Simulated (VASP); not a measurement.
A run of VASP 6.6.1:

Contents of POSCAR:

```
TiO2
1.0
   -2.9908974784      3.3877571110      3.3877571110
    2.9908974784     -3.3877571110      3.3877571110
    2.9908974784      3.3877571110     -3.3877571110
Ti O
4 8
Direct
    0.5000000000      0.7500000000      0.7500000000
    0.5000000000      0.2500000000      0.2500000000
    0.0000000000      0.0000000000      0.5000000000
    0.0000000000      0.5000000000      0.0000000000
    0.3097047732      0.3097047732      0.5000000000
    0.1902952268      0.2500000000      0.9402952268
    0.3097047732      0.8097047732      0.0000000000
    0.8097047732      0.2500000000      0.5597047732
    0.1902952268      0.7500000000      0.4402952268
    0.8097047732      0.7500000000      0.0597047732
    0.6902952268      0.1902952268      1.0000000000
    0.6902952268      0.6902952268      0.5000000000
```

File INCAR.step1:

```
PREC = Accurate
ENCUT = 520
ISMEAR = 0
SIGMA = 0.02
LREAL = False
LASPH = True
NELM = 60
NBANDS = 60
GGA = PE
ALGO = Normal
EDIFF = 1E-4
LWAVE = True
LCHARG = False
```

INCAR.step2

```
PREC = Accurate
ENCUT = 520
EDIFF = 1E-6
ISMEAR = 0
SIGMA = 0.02
LREAL = False
LASPH = True
NELM = 60
ALGO = Normal
ISIF = 2
LWAVE = False
LCHARG = True
METAGGA = R2SCAN
LMIXTAU = True
LELF = True
LVHAR = True
NBANDS = 60
ISTART = 1
```

File KPOINTS:

```
Automatic mesh
0
Gamma
  6 6 6
```

Potentials or basis: VASP PAW PBE potentials, release 64 (Ti_sv, O).

Run with:

```bash
$ cat potpaw_PBE.64/Ti_sv/POTCAR potpaw_PBE.64/O/POTCAR > POTCAR
$ cp INCAR.step1 INCAR
$ mpirun -np 1 vasp_std > vasp.out
$ cp INCAR.step2 INCAR
$ mpirun -np 1 vasp_std > vasp.out
```

Hardware: 1 thread of Intel(R) Xeon(R) 6975P-C (Granite Rapids) (shared host).

Question: Estimate the wall time of this run.

Answer: Wall time 8.7 min on 1 thread of Intel(R) Xeon(R) 6975P-C (Granite Rapids), on a shared host, peak memory 0.39 GiB. Counts: k points 30.
